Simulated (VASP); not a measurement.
## AlCo: single point with PBE

The system is AlCo.

```xyz
2
Lattice="2.7618 0.0000 0.0000 0.0000 2.7618 0.0000 0.0000 0.0000 2.7618" Properties=species:S:1:pos:R:3 pbc="T T T"
Co    1.3809    1.3809    1.3809
Al    0.0000    0.0000    0.0000
```

```yaml
Program: VASP 6.6.1
Task: single point
Functional: PBE
Potentials_or_basis: VASP PAW PBE potentials, release 64 (Co, Al)
Cutoff: 520 eV
k_mesh: 9 × 9 × 9
Occupations: fermi-dirac, width 0.05 eV
Spin: collinear spin, ferromagnetic start
Starting_moments: "[2.0, 0.0] μB"
```

| Property | Result |
| --- | --- |
| Pressure | 21.1 GPa |
| Band gap on the k mesh | zero (filled and empty bands overlap) |
| Net moment | 0.00 μB per cell |
| Valence electrons inside the program's atomic spheres | Co 8.64; Al 0.88 |

Levels at points of the mesh, in eV from the Fermi level:
Spin up:
| k point | band 3 | band 4 | band 5 | band 6 | band 7 | band 8 | band 9 | band 10 |
| --- | --- | --- | --- | --- | --- | --- | --- | --- |
| (0.00, 0.00, 0.00) | -3.42 | -0.96 | -0.96 | -0.96 | 6.46 | 6.46 | 6.46 | 9.12 |
Spin down:
| k point | band 2 | band 3 | band 4 | band 5 | band 6 | band 7 | band 8 | band 9 | band 10 | band 11 |
| --- | --- | --- | --- | --- | --- | --- | --- | --- | --- | --- |
| (0.00, 0.00, 0.00) | -3.42 | -3.42 | -0.96 | -0.96 | -0.96 | 6.45 | 6.45 | 6.45 | 9.12 | 9.12 |

Wall time 9.8 s on 1 thread of Intel(R) Xeon(R) 6975P-C (Granite Rapids), on a shared host, peak memory 0.15 GiB.

Caveat: the starting moments collapsed, and a magnetic state may lie lower.
